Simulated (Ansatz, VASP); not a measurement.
# Zr2NbC2: VASP beside Ansatz

The input INCAR:

```
SYSTEM = Zr2NbC2
ALGO = Normal
EDIFF = 1E-7
EDIFFG = -0.04
ENCUT = 600
GGA = PE
IBRION = 2
ISIF = 3
ISMEAR = 0
LASPH = .True.
LCHARG = .False.
LREAL = .False.
LWAVE = .False.
NELM = 100
NSW = 90
PREC = Accurate
SIGMA = 0.1
```

Contents of KPOINTS:

```
k-points
0
Gamma
  6 6 4
  0 0 0
```

POSCAR

```
Zr2NbC2
1.0
    3.8322355900      0.0000000000      0.0000000000
   -1.9161177900      3.3188133700      0.0000000000
    0.0000000000      0.0000000000      7.1067572800
Zr Nb C
2 1 2
Direct
    0.3333333300      0.6666666700      0.5000000000
    0.6666666700      0.3333333300      0.5000000000
    0.0000000000      0.0000000000      0.5000000000
    0.3333333300      0.6666666700      0.0000000000
    0.6666666700      0.3333333300      0.0000000000
```

Input for Ansatz:

```yaml
crystal:
  lattice:
    - [3.83223559, 0.0, 0.0]
    - [-1.91611779, 3.31881337, 0.0]
    - [0.0, 0.0, 7.10675728]
  atoms:
    - { symbol: Zr, position: [0.33333333, 0.66666667, 0.5] }
    - { symbol: Zr, position: [0.66666667, 0.33333333, 0.5] }
    - { symbol: Nb, position: [0.0, 0.0, 0.5] }
    - { symbol: C, position: [0.33333333, 0.66666667, 0.0] }
    - { symbol: C, position: [0.66666667, 0.33333333, 0.0] }
basis:
  ecutwfc: 420
kpoints:
  mp_grid: { grid: [6, 6, 4] }
hamiltonian:
  xc: pbe
scf:
  occupations: { method: gaussian, width: 0.1 }
  lower_state_search: "off"
output:
  forces: true
  stress: true
  eigenvalues: true
relax:
  adjacent_minimum: "off"
  f_tol: 0.04
  max_steps: 70
  cell: { stress_tol: 0.4 }
```

Alike in both runs: task relaxation of cell and atoms; functional PBE; k mesh 6 × 6 × 4; occupations gaussian, width 0.1 eV; no spin polarisation.

|  | VASP | Ansatz |
| --- | --- | --- |
| version | VASP 6.6.1 | Ansatz 0.2.0 |
| potentials or method | VASP PAW PBE potentials, release 64 (Zr_sv, Nb_sv, C), cutoff 600 eV | scalar-relativistic, plane waves, PAW |
| valence electrons in the cell | 45 | 45 |

```tsv
	VASP	Ansatz	Ansatz less VASP
gap on the k mesh at the Fermi level, each at its own relaxed structure (eV)	none	none	-
relaxed volume (Å³/atom)	19.78	19.98	+0.191
relaxed cell length with the largest relative difference (Å)	5.106	5.138	+0.0327
```

A gap of «none» marks a metal or a gap that the smearing closes.
